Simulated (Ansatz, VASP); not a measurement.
# One calculation of PbS, two programs

```
Pb S
1.0
     0.00000    3.00000    3.00000
     3.00000    0.00000    3.00000
     3.00000    3.00000    0.00000
Pb S
1 1
Direct
  0.00000 0.00000 0.00000
  0.44000 0.44000 0.56000
```

Alike in both runs: task single point; functional PBE; k mesh 4 × 4 × 4; no spin polarisation.

```csv
,VASP,Ansatz
version,VASP 6.6.1,Ansatz 0.2 development build
potentials or method,"VASP PAW PBE potentials, release 64 (Pb_d, S), cutoff 500 eV","all-electron full-potential LAPW, scalar-relativistic"
occupations,"fermi-dirac, width 0.1 eV",fermi-dirac
```

|  | VASP | Ansatz | Ansatz less VASP |
| --- | --- | --- | --- |
| pressure (GPa) | 1.9 | 2.0 | +0.09 |
| traceless stress, the component that is largest in VASP (GPa) | 3.52 | 3.53 | +0.007 |
| rms of the force components (eV/Å) | 0.304 | 0.306 | +0.0019 |

Atom by atom the forces differ by 0.002 eV/Å (rms over components). Ansatz ran all-electron here, and VASP with PAW potentials.

The k mesh is coarse, so the values compare programs but aren't converged. Spin-orbit coupling is off throughout.
